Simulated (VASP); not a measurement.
# Ta8Tl7S24 (a cell with a defect) in VASP: single point with PBEsol

Aim: the single point of Ta8Tl7S24 (a cell with a defect) with PBEsol.

Program: VASP 6.6.1. These are calculated values, not measurements. Logs are shortened: lines on timing, memory, paths and dates and some standing lists are left out, and cuts for length are marked.

### Step 1. The cell of the first run

The cell holds a defect, 39 atoms: a = 9.551 Å, b = 7.182 Å, c = 14.731 Å, α = 90.00°, β = 90.00°, γ = 90.00°.

### Step 2. Single point, PBEsol

The input, INCAR:

```
SYSTEM = Ta8Tl7S24
PREC = Accurate
ENCUT = 520
EDIFF = 1E-6
ISMEAR = -1
SIGMA = 0.05
LREAL = Auto
LASPH = .True.
NELM = 80
ALGO = Normal
ISIF = 2
LWAVE = .False.
LCHARG = .False.
GGA = PS
NBANDS = 186
NELECT = 324.0
```

The input, KPOINTS:

```
regular mesh
0
Gamma
  1 2 1
  0 0 0
```

The input, POSCAR:

```
Ta8Tl7S24
1.0
    9.5508190000      0.0000000000      0.0000000000
    0.0000000000      7.1818780000      0.0000000000
    0.0000000000      0.0000000000     14.7307000000
Ta Tl S
8 7 24
Direct
    0.5657315880      0.1543468157      0.9048925034
    0.2608676806      0.3382959165      0.0457072644
    0.1560913258      0.1178243351      0.5524720482
    0.8010203104      0.3588337201      0.4305565927
    0.6212242112      0.6704513778      0.9253463854
    0.2948961759      0.8433448744      0.0563517009
    0.1348680150      0.6321605574      0.5343941564
    0.8654650455      0.8940279966      0.4172238930
    0.4933713015      0.3855676746      0.6516662480
   -0.0500271233      0.3296630770      0.8228054336
    0.9117542695      0.1346166003      0.1811522874
    0.4838747337      0.8244640190      0.6642386309
    0.5082914879      0.6360314113      0.3044254516
   -0.0331280490      0.8581738648      0.8265866524
    0.9308625784      0.6006924651      0.1122417808
    0.4554583225      0.1241875732      0.0663580142
    0.4179641557      0.4183306929      0.8785122228
   -0.0038216618      0.1149699285      0.3753385786
    0.9643466178      0.4030979084      0.5676037120
    0.6851244904      0.1328482606      0.7746814476
    0.1659962355      0.4058966192      0.1814781375
    0.2348280289      0.1092054195      0.6911076867
    0.7114154294      0.3568425974      0.2909366154
    0.6850093170      0.1642885050      0.5244149973
    0.3189569397      0.4029447451      0.4917960450
    0.1140111649      0.1123800766     -0.0034825229
    0.7174253852      0.3547122354      0.9823090552
    0.4677923433      0.6149505742      0.0785230844
    0.4324027081      0.8651079843      0.8754166469
   -0.0049838658      0.6274542675      0.3986708032
    0.9556248527      0.9327504589      0.5750982642
    0.7138968920      0.6157442385      0.7838120388
    0.1919521247      0.8767483937      0.1856666689
    0.2078041684      0.6237783488      0.6870752917
    0.7602908190      0.8478980011      0.2755945067
    0.6933855620      0.6283314754      0.4854283910
    0.2602813434      0.8993887114      0.4738878668
    0.1633786589      0.5959861752     -0.0494205978
    0.7542180414      0.8906723283      0.9998981718
```

Potentials or basis: VASP PAW PBE potentials, release 64 (Ta_pv, Tl_d, S).

The run is started by

```console
$ cat potpaw_PBE.64/Ta_pv/POTCAR potpaw_PBE.64/Tl_d/POTCAR potpaw_PBE.64/S/POTCAR > POTCAR
$ mpirun -np 1 vasp_std > vasp.out
```

OUTCAR:

```text
SYSTEM = Ta8Tl7S24
   PREC = Accurate
   ENCUT = 520
   EDIFF = 1E-6
   ISMEAR = -1
   LREAL = Auto
   LASPH = .True.
   NELM = 80
   ISIF = 2
   GGA = PS
   NELECT = 324.0

 ion  position               nearest neighbor table
   1  0.566  0.154  0.905-  20 2.24  27 2.34  17 2.40  29 2.47  16 2.61  39 2.96   5 3.53
   2  0.261  0.338  0.046-  21 2.25  26 2.26  16 2.43  38 2.50  28 2.84  17 2.94   6 3.57  15 3.80

   3  0.156  0.118  0.552-  22 2.18  37 2.19  31 2.35  25 2.72  19 2.76  18 3.02   7 3.50
   4  0.801  0.359  0.431-  23 2.23  24 2.26  36 2.34  19 2.57  18 2.68  30 2.72   8 3.40
   5  0.621  0.670  0.925-  32 2.30  39 2.31  29 2.40  27 2.59  28 2.72  17 2.74   1 3.53  14 3.85

   6  0.295  0.843  0.056-  33 2.16  28 2.35  16 2.54  38 2.68  26 2.74  29 2.98   2 3.57
   7  0.135  0.632  0.534-  34 2.36  19 2.37  30 2.40  37 2.43  25 2.49  31 2.82   3 3.50
   8  0.865  0.894  0.417-  18 2.11  30 2.30  35 2.34  31 2.50  36 2.71  24 3.04   4 3.40
   9  0.493  0.386  0.652-  25 2.89  24 3.06  20 3.15  12 3.16  22 3.22  34 3.26  32 3.31  17 3.43
                            12 4.04
  10  0.950  0.330  0.823-  20 2.98  32 3.10  27 3.24  38 3.37  26 3.38  14 3.39  14 3.80
  11  0.912  0.135  0.181-  35 2.88  23 2.97  18 2.98  21 3.11  33 3.26  26 3.34  15 3.50  15 3.97

  12  0.484  0.824  0.664-  34 3.02   9 3.16  22 3.16  29 3.16  32 3.19  20 3.35   9 4.04
  13  0.508  0.636  0.304-  23 2.80  35 2.88  36 3.20  28 3.35
  14  0.967  0.858  0.827-  32 3.04  38 3.23  39 3.27  10 3.39  26 3.40  20 3.42  10 3.80   5 3.85

  15  0.931  0.601  0.112-  21 2.84  39 3.15  38 3.26  27 3.31  33 3.36  35 3.41  11 3.50   2 3.80
                            11 3.97
  16  0.455  0.124  0.066-   2 2.43   6 2.54   1 2.61
  17  0.418  0.418  0.879-   1 2.40   5 2.74   2 2.94   9 3.43
  18  0.996  0.115  0.375-   8 2.11   4 2.68  11 2.98   3 3.02
  19  0.964  0.403  0.568-   7 2.37   4 2.57   3 2.76
  20  0.685  0.133  0.775-   1 2.24  10 2.98   9 3.15  12 3.35  14 3.42
  21  0.166  0.406  0.181-   2 2.25  15 2.84  11 3.11
  22  0.235  0.109  0.691-   3 2.18  12 3.16   9 3.22
  23  0.711  0.357  0.291-   4 2.23  13 2.80  11 2.97
  24  0.685  0.164  0.524-   4 2.26   8 3.04   9 3.06
  25  0.319  0.403  0.492-   7 2.49   3 2.72   9 2.89
  26  0.114  0.112  0.997-   2 2.26   6 2.74  11 3.34  10 3.38  14 3.40
  27  0.717  0.355  0.982-   1 2.34   5 2.59  10 3.24  15 3.31
  28  0.468  0.615  0.079-   6 2.35   5 2.72   2 2.84  13 3.35
  29  0.432  0.865  0.875-   5 2.40   1 2.47   6 2.98  12 3.16
  30  0.995  0.627  0.399-   8 2.30   7 2.40   4 2.72
  31  0.956  0.933  0.575-   3 2.35   8 2.50   7 2.82
  32  0.714  0.616  0.784-   5 2.30  14 3.04  10 3.10  12 3.19   9 3.31
  33  0.192  0.877  0.186-   6 2.16  11 3.26  15 3.36
  34  0.208  0.624  0.687-   7 2.36  12 3.02   9 3.26
  35  0.760  0.848  0.276-   8 2.34  11 2.88  13 2.88  15 3.41
  36  0.693  0.628  0.485-   4 2.34   8 2.71  13 3.20
  37  0.260  0.899  0.474-   3 2.19   7 2.43
  38  0.163  0.596  0.951-   2 2.50   6 2.68  14 3.23  15 3.26  10 3.37
  39  0.754  0.891  1.000-   5 2.31   1 2.96  15 3.15  14 3.27

  LATTYP: Found a simple orthorhombic cell.
 ALAT       =     7.1818780000
 B/A-ratio  =     1.3298497969
 C/A-ratio  =     2.0510930428

  Lattice vectors:

 A1 = (   0.0000000000,  -7.1818780000,   0.0000000000)
 A2 = (   9.5508190000,   0.0000000000,   0.0000000000)
 A3 = (   0.0000000000,   0.0000000000,  14.7307000000)

Analysis of symmetry for initial positions (statically):
=====================================================================
 Subroutine PRICEL returns:
 Original cell was already a primitive cell.

 Routine SETGRP: Setting up the symmetry group for a
 simple orthorhombic supercell.

 Subroutine GETGRP returns: Found  1 space group operations
 (whereof  1 operations were pure point group operations)
 out of a pool of  8 trial point group operations.

The static configuration has the point symmetry C_1 .

Analysis of symmetry for dynamics (positions and initial velocities):
=====================================================================
 Subroutine PRICEL returns:
 Original cell was already a primitive cell.

 Routine SETGRP: Setting up the symmetry group for a
 simple orthorhombic supercell.

 Subroutine GETGRP returns: Found  1 space group operations
 (whereof  1 operations were pure point group operations)
 out of a pool of  8 trial point group operations.

The dynamic configuration has the point symmetry C_1 .

 Subroutine INISYM returns: Found  1 space group operations
 (whereof  1 operations are pure point group operations),
 and found     1 'primitive' translations

----------------------------------------------------------------------------------------

                                     Primitive cell

  volume of cell :    1010.4202

  direct lattice vectors                    reciprocal lattice vectors
     9.550819000  0.000000000  0.000000000     0.104703063  0.000000000  0.000000000
     0.000000000  7.181878000  0.000000000     0.000000000  0.139239347  0.000000000
     0.000000000  0.000000000 14.730700000     0.000000000  0.000000000  0.067885437

  length of vectors
     9.550819000  7.181878000 14.730700000     0.104703063  0.139239347  0.067885437

  position of ions in fractional coordinates (direct lattice)
     0.565731588  0.154346816  0.904892503
     0.260867681  0.338295917  0.045707264
     0.156091326  0.117824335  0.552472048
     0.801020310  0.358833720  0.430556593
     0.621224211  0.670451378  0.925346385
     0.294896176  0.843344874  0.056351701
[... 31 lines left out ...]
     0.163378659  0.595986175  0.950579402
     0.754218041  0.890672328  0.999898172

  ion indices of the primitive-cell ions
   primitive index   ion index
                 1           1
                 2           2
                 3           3
                 4           4
                 5           5
                 6           6
[... 31 lines left out ...]
                38          38
                39          39

----------------------------------------------------------------------------------------

 KPOINTS: regular mesh

Automatic generation of k-mesh.
 Grid dimensions read from file:
 generate k-points for:    1    2    1

 Generating k-lattice:

  Cartesian coordinates                     Fractional coordinates (reciprocal lattice)
     0.104703063  0.000000000  0.000000000     1.000000000  0.000000000  0.000000000
     0.000000000  0.069619673  0.000000000     0.000000000  0.500000000  0.000000000
     0.000000000  0.000000000  0.067885437     0.000000000  0.000000000  1.000000000

  Length of vectors
     0.104703063  0.069619673  0.067885437

  Shift w.r.t. Gamma in fractional coordinates (k-lattice)
     0.000000000  0.000000000  0.000000000

 Subroutine IBZKPT returns following result:
 ===========================================

 Found      2 irreducible k-points:

 Following reciprocal coordinates:
            Coordinates               Weight
  0.000000  0.000000  0.000000      1.000000
  0.000000  0.500000  0.000000      1.000000
   k-points           NKPTS =      2   k-points in BZ     NKDIM =      2   number of bands    NBANDS=    186
   number of dos      NEDOS =    301   number of ions     NIONS =     39
   total plane-waves  NPLWV = 435456
   dimension x,y,z NGX =    72 NGY =   54 NGZ =  112
   dimension x,y,z NGXF=   144 NGYF=  108 NGZF=  224
   ions per type =               8   7  24
   NGX,Y,Z   is equivalent  to a cutoff of  12.53, 12.50, 12.64 a.u.
   NGXF,Y,Z  is equivalent  to a cutoff of  25.07, 25.00, 25.28 a.u.
 SYSTEM =  Ta8Tl7S24
   PREC   = accura    normal or accurate (medium, high low for compatibility)
   ISTART =      0    job   : 0-new  1-cont  2-samecut
   ICHARG =      2    charge: 1-file 2-atom 10-const
   ISPIN  =      1    spin polarized calculation?
   LNONCOLLINEAR =      F non collinear calculations
   LSORBIT =      F    spin-orbit coupling
   LASPH  =      T    aspherical Exc in radial PAW
   ENCUT  =  520.0 eV  38.22 Ry    6.18 a.u.  17.76 13.35 27.39*2*pi/ulx,y,z
   NELM   =     80;   NELMIN=  2; NELMDL= -5     # of ELM steps
   EDIFF  = 0.1E-05   stopping-criterion for ELM
   LREAL  =      T    real-space projection
   EDIFFG = 0.1E-04   stopping-criterion for IOM
   NSW    =      0    number of steps for IOM
   IBRION =     -1    ionic relax: 0-MD 1-quasi-New 2-CG
   NFREE  =      0    steps in history (QN), initial steepest desc. (CG)
   ISIF   =      2    stress and relaxation
   ISYM   =      2    0-nonsym 1-usesym 2-fastsym
   POTIM  = 0.5000    time-step for ionic-motion
   TEBEG  =    0.0;   TEEND  =   0.0 temperature during run
   PSTRESS=    0.0 pullay stress
   NELECT =     324.0000    total number of electrons
   NUPDOWN=      -1.0000    fix difference up-down
   EMIN   =  10.00;   EMAX   =-10.00  energy-range for DOS
   EFERMI =   0.00;   METHOD = LEGACY
   ISMEAR =    -1;   SIGMA  =   0.05  broadening in eV -4-tet -1-fermi 0-gaus
   EFERMI_NEDOS =   21; number of points for ismear=-14 and -15
   IALGO  =     38    algorithm
   IMIX   =      4    mixing-type and parameters
     AMIX     =   0.40;   BMIX     =  1.00
     AMIX_MAG =   1.60;   BMIX_MAG =  1.00
  volume/ion in A,a.u.               =      25.91       174.84
  Fermi-wavevector in a.u.,A,eV,Ry     =   1.120527  2.117490 17.083227  1.255582
  Thomas-Fermi vector in A             =   2.257175
   LORBIT       =      0    0 simple, 1 ext, 2 COOP (PROOUT), +10 PAW based schemes
   GGA     = PS    functional components
   LHFCALC =     F    Hartree Fock is set to
   AEXX    =    0.0000 exact exchange contribution
   IVDW    =     0    specifies the selected vdW correction
   LEPSILON=     F    determine dielectric tensor
   LRPA    =     F    only Hartree local field effects (RPA)
 non-spin polarized calculation
  energy-cutoff  :      520.00
  volume of cell :     1010.42
 maximum number of plane-waves:     27243
 NGX is ok and might be reduce to    70
   NGX = 35   NGY = 27   NGZ = 55

 number of electron     324.0000017 magnetization

 Free energy of the ion-electron system (eV)
  ---------------------------------------------------
  ext. energy  EPLUGINS =         0.00000000
  ---------------------------------------------------
  free energy    TOTEN  =      -245.49963300 eV

  energy without entropy =     -245.49938881  energy(sigma->0) =     -245.49951090

 E-fermi :   3.2906     XC(G=0):  -9.2718

 val. band max:        2.8754355578   @ k =   0.0000   0.0000   0.0000
 cond. band min:       3.7066161358   @ k =   0.0000   0.0000   0.0000
 fundamental gap:      0.8311805780
 Fermi energy:         3.2906425535

 k-point     1 :       0.0000    0.0000    0.0000
  band No.  band energies     occupation
      1     -32.2186      2.00000
      2     -32.1925      2.00000
      3     -32.1856      2.00000
      4     -32.1573      2.00000
      5     -32.1398      2.00000
      6     -32.1049      2.00000
[... 166 lines left out ...]
    173       4.8527      0.00000
    174       4.9437      0.00000

 k-point     2 :       0.0000    0.5000    0.0000
  band No.  band energies     occupation
      1     -32.2119      2.00000
      2     -32.1898      2.00000
      3     -32.1832      2.00000
      4     -32.1529      2.00000
      5     -32.1352      2.00000
      6     -32.1043      2.00000
[... 166 lines left out ...]
    173       4.8692      0.00000
    174       4.8956      0.00000
 [bands above 174 left out]

------------------------ aborting loop because EDIFF is reached ----------------------------------------

  FORCE on cell =-STRESS in cart. coord.  units (eV):
  Direction    XX          YY          ZZ          XY          YZ          ZX
  --------------------------------------------------------------------------------------
  -------------------------------------------------------------------------------------
  Total        5.5303890     -1.4030902      4.5216453      5.4312055     -4.7186062      1.5000982
  in kB        8.7692861     -2.2248163      7.1697671      8.6120153     -7.4820790      2.3786375
  external PRESSURE =       4.5714123 kB  Pullay stress =       0.0000000 kB

 VOLUME and BASIS-vectors are now :
 -----------------------------------------------------------------------------
  energy-cutoff  :      520.00
  volume of cell :     1010.42
      direct lattice vectors                 reciprocal lattice vectors
     9.550819000  0.000000000  0.000000000     0.104703063  0.000000000  0.000000000
     0.000000000  7.181878000  0.000000000     0.000000000  0.139239347  0.000000000
     0.000000000  0.000000000 14.730700000     0.000000000  0.000000000  0.067885437

 POSITION                                       TOTAL-FORCE (eV/Angst)
 -----------------------------------------------------------------------------------
      5.40320      1.10850     13.32970        -0.613957      1.265677      0.050767
      2.49150      2.42960      0.67330         0.446345      1.082515     -0.367503
      1.49080      0.84620      8.13830        -1.521222      2.877621     -0.124772
      7.65040      2.57710      6.34240         0.178279      1.123099      1.042804
      5.93320      4.81510     13.63100        -0.424598     -1.088099     -0.100877
      2.81650      6.05680      0.83010         0.223756      0.067651     -1.756833
[... 31 lines left out ...]
      1.56040      4.28030     14.00270        -0.070112      0.785813      1.575182
      7.20340      6.39670     14.72920        -0.389076     -0.317752     -0.763676
 -----------------------------------------------------------------------------------
    total drift:                                0.000796     -0.010395     -0.013606

  FREE ENERGIE OF THE ION-ELECTRON SYSTEM (eV)
  ---------------------------------------------------
  free  energy   TOTEN  =      -245.4996330018 eV

  energy  without entropy=     -245.4993888073  energy(sigma->0) =     -245.49951090
```

Wall time 12 min (1 thread of Intel Xeon Platinum 8259CL at 2.50GHz (Skylake/Cascade Lake), shared host); peak memory 0.96 GiB.

What came out:

```
Free energy   : -245.4996 eV
Largest force : 5.324 eV/Å
```

Forces on the atoms (eV/Å):
```
Ta  -0.614  1.266  0.051
Ta   0.446  1.083 -0.368
Ta  -1.521  2.878 -0.125
Ta   0.178  1.123  1.043
Ta  -0.425 -1.088 -0.101
Ta   0.224  0.068 -1.757
Ta   1.911 -1.069  2.284
Ta  -4.017 -3.474  0.373
Tl  -0.148 -0.233  0.017
Tl  -0.115  0.215  0.002
Tl  -0.019 -0.107 -0.217
Tl  -0.037  0.415  0.000
Tl  -0.176  0.077  0.244
Tl  -0.073 -0.147 -0.160
Tl  -0.133  0.293 -0.040
S   -0.606 -0.634  0.373
S    0.586 -1.607  0.179
S    2.678  4.039 -0.906
S    0.429 -1.043  0.534
S    0.178 -0.209 -0.481
S    0.687 -0.495 -0.230
S    0.526  0.072  0.760
S   -0.076 -0.296 -1.110
S    0.076 -0.976 -0.796
S   -1.713  0.106  0.006
S   -0.019 -0.611 -0.448
S    0.852  0.895  0.414
S   -0.120  0.232 -0.133
S   -0.121  0.123  0.542
S    0.591 -0.540 -1.443
S   -0.029 -0.978  0.971
S    0.307  0.510  0.423
S   -0.299 -0.264  0.640
S   -0.533  0.314 -0.676
S   -0.039  0.266  0.528
S   -0.534  0.636  0.174
S    2.158 -1.305 -1.381
S   -0.070  0.786  1.575
S   -0.389 -0.318 -0.764
```

Caveat: the k points lie up to 0.66 Å⁻¹ apart; the cell carries a net charge on a neutralising background, which shifts energy and pressure; the cell is charged against a uniform background, so pressure and absolute levels hang on convention; the atoms stand as in a frame of molecular dynamics; the PAW data sets were made with another functional, which shifts forces and pressure a little; spin-orbit coupling is left out, which moves the levels of the heavy elements.
